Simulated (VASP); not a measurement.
# GaN in VASP: notebook

GaN is run at these levels: PBE, r2SCAN; tasks: single point.

Program: VASP 6.6.1. These are calculated values, not measurements. Logs are shortened: lines on timing, memory, paths and dates and some standing lists are left out, and cuts for length are marked.

### 1 The cell of the first run

Symmetry: I-4m2, No. 119, tetragonal system. The conventional cell has a = 3.180 Å, b = 3.180 Å, c = 4.610 Å, α = 90.00°, β = 90.00°, γ = 90.00°. Ga (site symmetry -4m2) has 4 N at 1.96 Å within 2.6 Å. N (site symmetry -4m2) has 4 Ga at 1.96 Å within 2.6 Å.

### 2 Single point, PBE (uniaxial z strain +2.5%)

Input file INCAR:

```
SYSTEM = GaN
  PREC = Accurate
  ENCUT = 520
  EDIFF = 1E-7
  ISMEAR = -1
  SIGMA = 0.02
  LREAL = .False.
  LASPH = .True.
  NELM = 60
  ALGO = Normal
  ISIF = 2
  LWAVE = .False.
  LCHARG = .False.
  GGA = PE
  NBANDS = 16
```

Input file KPOINTS:

```
Automatic mesh
0
Gamma
  10 10 10
  0 0 0
```

Input file POSCAR:

```
GaN
1.0
    0.0000000000      2.2489525436      2.3051763572
    2.2489525436      0.0000000000      2.3051763572
    2.2489525436      2.2489525436      0.0000000000
Ga N
1 1
Direct
    0.0000000000      0.0000000000      0.0000000000
    0.2500000000      0.2500000000      0.2500000000
```

Potentials or basis: VASP PAW PBE potentials, release 64 (Ga_d, N).

Run with:

```
$ cat potpaw_PBE.64/Ga_d/POTCAR potpaw_PBE.64/N/POTCAR > POTCAR
$ mpirun -np 1 vasp_std > vasp.out
```

OUTCAR:

```text
SYSTEM = GaN
   PREC = Accurate
   ENCUT = 520
   EDIFF = 1E-7
   ISMEAR = -1
   LREAL = .False.
   LASPH = .True.
   NELM = 60
   ISIF = 2
   GGA = PE

 ion  position               nearest neighbor table
   1  0.000  0.000  0.000-   2 1.96   2 1.96   2 1.96   2 1.96
   2  0.250  0.250  0.250-   1 1.96   1 1.96   1 1.96   1 1.96

  LATTYP: Found a body centered tetragonal cell.
 ALAT       =     3.1804991883
 C/A-ratio  =     1.4495689014

  Lattice vectors:

 A1 = (  -2.2489525436,   0.0000000000,   2.3051763572)
 A2 = (   2.2489525436,   0.0000000000,   2.3051763572)
 A3 = (   0.0000000000,   2.2489525436,  -2.3051763572)

Analysis of symmetry for initial positions (statically):
=====================================================================
 Subroutine PRICEL returns:
 Original cell was already a primitive cell.

 Routine SETGRP: Setting up the symmetry group for a
 body centered tetragonal supercell.

 Subroutine GETGRP returns: Found  8 space group operations
 (whereof  8 operations were pure point group operations)
 out of a pool of 16 trial point group operations.

The static configuration has the point symmetry D_2d.

Analysis of symmetry for dynamics (positions and initial velocities):
=====================================================================
 Subroutine PRICEL returns:
 Original cell was already a primitive cell.

 Routine SETGRP: Setting up the symmetry group for a
 body centered tetragonal supercell.

 Subroutine GETGRP returns: Found  8 space group operations
 (whereof  8 operations were pure point group operations)
 out of a pool of 16 trial point group operations.

The dynamic configuration has the point symmetry D_2d.

 Subroutine INISYM returns: Found  8 space group operations
 (whereof  8 operations are pure point group operations),
 and found     1 'primitive' translations

----------------------------------------------------------------------------------------

                                     Primitive cell

  volume of cell :      23.3182

  direct lattice vectors                    reciprocal lattice vectors
     0.000000000  2.248952544  2.305176357    -0.222325723  0.222325723  0.216903144
     2.248952544  0.000000000  2.305176357     0.222325723 -0.222325723  0.216903144
     2.248952544  2.248952544  0.000000000     0.222325723  0.222325723 -0.216903144

  length of vectors
     3.220500828  3.220500828  3.180499188     0.381974381  0.381974381  0.381974381

  position of ions in fractional coordinates (direct lattice)
     0.000000000  0.000000000  0.000000000
     0.250000000  0.250000000  0.250000000

  ion indices of the primitive-cell ions
   primitive index   ion index
                 1           1
                 2           2

----------------------------------------------------------------------------------------

 KPOINTS: Automatic mesh

Automatic generation of k-mesh.
 Grid dimensions read from file:
 generate k-points for:   10   10   10

 Generating k-lattice:

  Cartesian coordinates                     Fractional coordinates (reciprocal lattice)
    -0.022232572  0.022232572  0.021690314     0.100000000  0.000000000  0.000000000
     0.022232572 -0.022232572  0.021690314     0.000000000  0.100000000  0.000000000
     0.022232572  0.022232572 -0.021690314     0.000000000  0.000000000  0.100000000

  Length of vectors
     0.038197438  0.038197438  0.038197438

  Shift w.r.t. Gamma in fractional coordinates (k-lattice)
     0.000000000  0.000000000  0.000000000

 Subroutine IBZKPT returns following result:
 ===========================================

 Found    102 irreducible k-points:

 Following reciprocal coordinates:
            Coordinates               Weight
  0.000000  0.000000  0.000000      1.000000
  0.100000  0.000000  0.000000      8.000000
  0.200000  0.000000  0.000000      8.000000
  0.300000  0.000000  0.000000      8.000000
  0.400000 -0.000000  0.000000      8.000000
  0.500000  0.000000  0.000000      4.000000
[... 16 lines left out ...]
  0.300000  0.300000  0.000000      2.000000
  0.400000  0.300000  0.000000      8.000000
 [... further k-points ...]
   k-points           NKPTS =    102   k-points in BZ     NKDIM =    102   number of bands    NBANDS=     16
   number of dos      NEDOS =    301   number of ions     NIONS =      2
   total plane-waves  NPLWV =  13824
   dimension x,y,z NGX =    24 NGY =   24 NGZ =   24
   dimension x,y,z NGXF=    48 NGYF=   48 NGZF=   48
   ions per type =               1   1
   NGX,Y,Z   is equivalent  to a cutoff of  12.39, 12.39, 12.54 a.u.
   NGXF,Y,Z  is equivalent  to a cutoff of  24.78, 24.78, 25.09 a.u.
 SYSTEM =  GaN
   PREC   = accura    normal or accurate (medium, high low for compatibility)
   ISTART =      0    job   : 0-new  1-cont  2-samecut
   ICHARG =      2    charge: 1-file 2-atom 10-const
   ISPIN  =      1    spin polarized calculation?
   LNONCOLLINEAR =      F non collinear calculations
   LSORBIT =      F    spin-orbit coupling
   LASPH  =      T    aspherical Exc in radial PAW
   ENCUT  =  520.0 eV  38.22 Ry    6.18 a.u.   5.99  5.99  5.91*2*pi/ulx,y,z
   NELM   =     60;   NELMIN=  2; NELMDL= -5     # of ELM steps
   EDIFF  = 0.1E-06   stopping-criterion for ELM
   LREAL  =      F    real-space projection
   EDIFFG = 0.1E-05   stopping-criterion for IOM
   NSW    =      0    number of steps for IOM
   IBRION =     -1    ionic relax: 0-MD 1-quasi-New 2-CG
   NFREE  =      0    steps in history (QN), initial steepest desc. (CG)
   ISIF   =      2    stress and relaxation
   ISYM   =      2    0-nonsym 1-usesym 2-fastsym
   POTIM  = 0.5000    time-step for ionic-motion
   TEBEG  =    0.0;   TEEND  =   0.0 temperature during run
   PSTRESS=    0.0 pullay stress
   NELECT =      18.0000    total number of electrons
   NUPDOWN=      -1.0000    fix difference up-down
   EMIN   =  10.00;   EMAX   =-10.00  energy-range for DOS
   EFERMI =   0.00;   METHOD = LEGACY
   ISMEAR =    -1;   SIGMA  =   0.02  broadening in eV -4-tet -1-fermi 0-gaus
   EFERMI_NEDOS =   21; number of points for ismear=-14 and -15
   IALGO  =     38    algorithm
   IMIX   =      4    mixing-type and parameters
     AMIX     =   0.40;   BMIX     =  1.00
     AMIX_MAG =   1.60;   BMIX_MAG =  1.00
  volume/ion in A,a.u.               =      11.66        78.68
  Fermi-wavevector in a.u.,A,eV,Ry     =   1.501761  2.837916 30.685021  2.255285
  Thomas-Fermi vector in A             =   2.613089
   LORBIT       =      0    0 simple, 1 ext, 2 COOP (PROOUT), +10 PAW based schemes
   GGA     = PE    functional components
   LHFCALC =     F    Hartree Fock is set to
   AEXX    =    0.0000 exact exchange contribution
   IVDW    =     0    specifies the selected vdW correction
   LEPSILON=     F    determine dielectric tensor
   LRPA    =     F    only Hartree local field effects (RPA)
 non-spin polarized calculation
  energy-cutoff  :      520.00
  volume of cell :       23.32
 maximum number of plane-waves:       640
   NGX = 11   NGY = 11   NGZ = 11

 number of electron      17.9999994 magnetization

 Free energy of the ion-electron system (eV)
  ---------------------------------------------------
  ext. energy  EPLUGINS =         0.00000000
  ---------------------------------------------------
  free energy    TOTEN  =       -12.14859697 eV

  energy without entropy =      -12.14859697  energy(sigma->0) =      -12.14859697

 E-fermi :   5.5268     XC(G=0): -11.5683

 val. band max:        5.1201311422   @ k =   0.0000   0.0000   0.0000
 cond. band min:       6.6826115596   @ k =   0.0000   0.0000   0.0000
 fundamental gap:      1.5624804173
 Fermi energy:         5.5268264857

 k-point     1 :       0.0000    0.0000    0.0000
  band No.  band energies     occupation
      1     -10.6943      2.00000
      2      -8.3658      2.00000
      3      -8.3393      2.00000
      4      -8.3393      2.00000
      5      -8.0476      2.00000
      6      -8.0475      2.00000
[... 8 lines left out ...]
     15      23.2753      0.00000
     16      24.0701      0.00000

 k-point     2 :       0.1000    0.0000    0.0000
  band No.  band energies     occupation
      1     -10.5885      2.00000
      2      -8.3474      2.00000
      3      -8.3265      2.00000
      4      -8.3045      2.00000
      5      -8.0494      2.00000
      6      -8.0480      2.00000
[... 8 lines left out ...]
     15      22.6782      0.00000
     16      22.7749      0.00000

 k-point     3 :       0.2000    0.0000    0.0000
  band No.  band energies     occupation
      1     -10.3251      2.00000
      2      -8.3148      2.00000
      3      -8.2968      2.00000
      4      -8.1415      2.00000
      5      -8.0499      2.00000
      6      -8.0439      2.00000
[... 8 lines left out ...]
     15      21.7982      0.00000
     16      21.9157      0.00000

 k-point     4 :       0.3000    0.0000    0.0000
  band No.  band energies     occupation
      1     -10.0516      2.00000
      2      -8.2882      2.00000
      3      -8.2701      2.00000
      4      -8.0396      2.00000
      5      -8.0302      2.00000
      6      -7.7412      2.00000
[... 8 lines left out ...]
     15      22.2121      0.00000
     16      22.2549      0.00000
[... 324 lines left out ...]
 k-point    22 :      -0.2000    0.2000    0.0000
  band No.  band energies     occupation
      1      -9.9645      2.00000
      2      -8.2731      2.00000
      3      -8.2426      2.00000
      4      -8.0724      2.00000
      5      -8.0556      2.00000
      6      -7.5515      2.00000
[... 8 lines left out ...]
     15      22.4280      0.00000
     16      25.2093      0.00000

 k-point    23 :       0.3000    0.3000    0.0000
  band No.  band energies     occupation
      1      -9.8997      2.00000
      2      -8.1959      2.00000
      3      -8.1630      2.00000
      4      -8.1630      2.00000
      5      -8.0046      2.00000
      6      -7.6008      2.00000
[... 8 lines left out ...]
     15      27.2822      0.00000
     16      27.3489      0.00000

 k-point    24 :       0.4000    0.3000    0.0000
  band No.  band energies     occupation
      1      -9.7927      2.00000
      2      -8.2151      2.00000
      3      -8.1325      2.00000
      4      -8.1311      2.00000
      5      -7.9962      2.00000
      6      -7.1588      2.00000
[... 8 lines left out ...]
     15      27.1684      0.00000
     16      27.5156      0.00000

 [... further k-points ...]
[... 5 lines left out ...]
  --------------------------------------------------------------------------------------
  -------------------------------------------------------------------------------------
  Total        0.3852312      0.3852312     -0.0785202      0.0000000      0.0000000      0.0000000
  in kB       26.4689849     26.4689849     -5.3950713      0.0000000      0.0000000      0.0000000
  external PRESSURE =      15.8476328 kB  Pullay stress =       0.0000000 kB

 VOLUME and BASIS-vectors are now :
 -----------------------------------------------------------------------------
  energy-cutoff  :      520.00
  volume of cell :       23.32
      direct lattice vectors                 reciprocal lattice vectors
     0.000000000  2.248952544  2.305176357    -0.222325723  0.222325723  0.216903144
     2.248952544  0.000000000  2.305176357     0.222325723 -0.222325723  0.216903144
     2.248952544  2.248952544  0.000000000     0.222325723  0.222325723 -0.216903144

 POSITION                                       TOTAL-FORCE (eV/Angst)
 -----------------------------------------------------------------------------------
      0.00000      0.00000      0.00000         0.000000      0.000000      0.000000
      1.12448      1.12448      1.15259        -0.000000     -0.000000      0.000000
 -----------------------------------------------------------------------------------
    total drift:                                0.000001      0.000001      0.000002

  FREE ENERGIE OF THE ION-ELECTRON SYSTEM (eV)
  ---------------------------------------------------
  free  energy   TOTEN  =       -12.1485969697 eV

  energy  without entropy=      -12.1485969697  energy(sigma->0) =      -12.14859697
```

It took 23 s on 1 thread of Intel Xeon Platinum 8259CL at 2.50GHz (Skylake/Cascade Lake), shared host; peak memory 0.16 GiB.

Results:

```yaml
Free_energy: -12.1486 eV
Pressure: 1.6 GPa
Band_gap_on_the_k_mesh: 1.56 eV, direct
```

Caveat: the cell differs from its parent crystal (uniaxial z strain +2.5%).

### 3 Single point, r2SCAN (strain +1.5%)

Input file POSCAR:

```
GaN
1.0
    0.0000000000      2.2826868317      2.2826868317
    2.2826868317      0.0000000000      2.2826868317
    2.2826868317      2.2826868317      0.0000000000
Ga N
1 1
Direct
    0.0000000000      0.0000000000      0.0000000000
    0.2500000000      0.2500000000      0.2500000000
```

Input file INCAR.step1:

```
PREC = Accurate
ENCUT = 910
ISMEAR = 0
SIGMA = 0.01
LREAL = F
LASPH = T
NELM = 120
NBANDS = 16
GGA = PE
ALGO = Normal
EDIFF = 1E-5
LWAVE = T
LCHARG = F
GGA_COMPAT = F
```

Input file INCAR.step2:

```
PREC = Accurate
ENCUT = 910
EDIFF = 1E-6
ISMEAR = 0
SIGMA = 0.01
LREAL = F
LASPH = T
NELM = 120
ALGO = Normal
ISIF = 2
LWAVE = F
LCHARG = F
METAGGA = R2SCAN
LMIXTAU = T
NBANDS = 16
ISTART = 1
GGA_COMPAT = F
```

Input file KPOINTS:

```
regular mesh
0
Gamma
  10 10 10
```

Potentials or basis: VASP PAW PBE potentials, release 64 (Ga_d, N_h).

Run with:

```
$ cat potpaw_PBE.64/Ga_d/POTCAR potpaw_PBE.64/N_h/POTCAR > POTCAR
$ cp INCAR.step1 INCAR
$ mpirun -np 1 vasp_std > vasp.out
$ cp INCAR.step2 INCAR
$ mpirun -np 1 vasp_std > vasp.out
```

It took 61 s on 1 thread of Intel Xeon Platinum 8488C (Sapphire Rapids), shared host; peak memory 0.2 GiB.

The run converged. Its results:

```yaml
Free_energy: -21.8761 eV
Pressure: -7.1 GPa
Band_gap_on_the_k_mesh: 1.86 eV, direct
```

Levels at points of the mesh, in eV from the valence-band top:
| k point | band 6 | band 7 | band 8 | band 9 | band 10 | band 11 | band 12 | band 13 |
| --- | --- | --- | --- | --- | --- | --- | --- | --- |
| (0.00, 0.00, 0.00) | -13.50 | 0.00 | 0.00 | 0.00 | 1.86 | 10.75 | 10.75 | 10.75 |
| (0.50, 0.00, 0.00) | -12.38 | -6.90 | -0.95 | -0.95 | 4.89 | 9.23 | 10.79 | 10.79 |
| (0.50, 0.50, 0.00) | -11.99 | -6.05 | -2.65 | -2.65 | 3.75 | 7.00 | 12.28 | 14.52 |

Caveat: the cell differs from its parent crystal (strain +1.5%); the cutoff is under 1.25 times the usual one of these potentials, so pressure, stress and relaxed cells hold a basis-set (Pulay) error; the PAW data sets were made with another functional, which shifts forces and pressure a little.

### 4 Single point, r2SCAN (strain along [111] +1.5%)

Input file POSCAR:

```
GaN
1.0
    0.0224895254      2.2714420690      2.2714420690
    2.2714420690      0.0224895254      2.2714420690
    2.2714420690      2.2714420690      0.0224895254
Ga N
1 1
Direct
    0.0006617303      0.0006617303      0.0006617303
    0.2493382697      0.2493382697      0.2493382697
```

Input file INCAR.step1:

```
SYSTEM = GaN
PREC = Accurate ; ENCUT = 910
ISMEAR = 0 ; SIGMA = 0.01
LREAL = .FALSE. ; LASPH = .TRUE.
NELM = 120 ; NBANDS = 16
GGA = PE ; ALGO = Normal
EDIFF = 1E-5 ; LWAVE = .TRUE.
LCHARG = .FALSE. ; GGA_COMPAT = .FALSE.
```

Input file INCAR.step2:

```
SYSTEM = GaN
PREC = Accurate ; ENCUT = 910
EDIFF = 1E-6 ; ISMEAR = 0
SIGMA = 0.01 ; LREAL = .FALSE.
LASPH = .TRUE. ; NELM = 120
ALGO = Normal ; ISIF = 2
LWAVE = .FALSE. ; LCHARG = .FALSE.
METAGGA = R2SCAN ; LMIXTAU = .TRUE.
NBANDS = 16 ; ISTART = 1
GGA_COMPAT = .FALSE.
```

Input file KPOINTS:

```
Automatic mesh
0
G
  10 10 10
  0 0 0
```

Run with:

```
$ cat potpaw_PBE.64/Ga_d/POTCAR potpaw_PBE.64/N_h/POTCAR > POTCAR
$ cp INCAR.step1 INCAR
$ mpirun -np 1 vasp_std > vasp.out
$ cp INCAR.step2 INCAR
$ mpirun -np 1 vasp_std > vasp.out
```

Wall time 1.8 min (1 thread of Intel Xeon 6975P-C (Granite Rapids), shared host); peak memory 0.25 GiB.

Results (log left out):

| Item | Value |
| --- | --- |
| Free energy | -21.8921 eV |
| Pressure | -1.9 GPa |
| Band gap on the k mesh | 2.02 eV, direct |

Forces on the atoms (eV/Å):
```
Ga   0.001  0.001  0.001
N   -0.001 -0.001 -0.001
```

Stress tensor (GPa, compression positive):
```
-1.90 -1.61 -1.61
-1.61 -1.90 -1.61
-1.61 -1.61 -1.90
```

Levels at points of the mesh, in eV from the valence-band top:
| k point | band 5 | band 6 | band 7 | band 8 | band 9 | band 10 | band 11 | band 12 | band 13 | band 14 |
| --- | --- | --- | --- | --- | --- | --- | --- | --- | --- | --- |
| (0.00, 0.00, 0.00) | -13.52 | -13.52 | -0.10 | 0.00 | 0.00 | 2.02 | 10.69 | 11.03 | 11.03 | 18.38 |
| (0.50, 0.00, 0.00) | -13.47 | -12.38 | -7.11 | -1.07 | -1.01 | 5.02 | 9.37 | 10.83 | 10.91 | 16.36 |
| (0.50, 0.50, 0.00) | -13.44 | -12.01 | -6.21 | -2.85 | -2.71 | 3.72 | 7.16 | 12.46 | 14.78 | 14.85 |
| (0.50, 0.50, 0.50) | -13.48 | -12.45 | -7.18 | -0.95 | -0.95 | 5.21 | 9.30 | 11.08 | 11.08 | 16.48 |

Caveat: the cell differs from its parent crystal (strain along [111] +1.5%); the cutoff is under 1.25 times the usual one of these potentials, so pressure, stress and relaxed cells hold a basis-set (Pulay) error; the PAW data sets were made with another functional, which shifts forces and pressure a little.

### 5 Overview

| level | potentials or basis | cell | cutoff (eV) | smearing | second run | gap on the mesh (eV) | pressure (GPa) |
| --- | --- | --- | --- | --- | --- | --- | --- |
| PBE | VASP PAW PBE potentials, release 64 (Ga_d, N) | a = 3.221, b = 3.221, c = 3.180 Å, angles 60.4, 60.4, 59.2°, 2 atoms | 520 | fermi-dirac 0.02 eV | - | 1.56 | 1.6 |
| r2SCAN | VASP PAW PBE potentials, release 64 (Ga_d, N_h) | a = 3.228 Å, angles 60.0°, 2 atoms | 910 | gaussian 0.01 eV | hard_potentials | 1.86 | -7.1 |
| r2SCAN | VASP PAW PBE potentials, release 64 (Ga_d, N_h) | a = 3.212 Å, angles 59.3°, 2 atoms | 910 | gaussian 0.01 eV | hard_potentials | 2.02 | -1.9 |

Alike in all rows: task single point; no spin polarisation; k mesh 10 × 10 × 10.

Caveats: the cutoff is under 1.25 times the usual one of these potentials, so pressure, stress and relaxed cells hold a basis-set (Pulay) error (some runs); the PAW data sets were made with another functional, which shifts forces and pressure a little (some runs).

Total energies depend on the potentials used, so only differences within one code and one set of settings carry meaning.
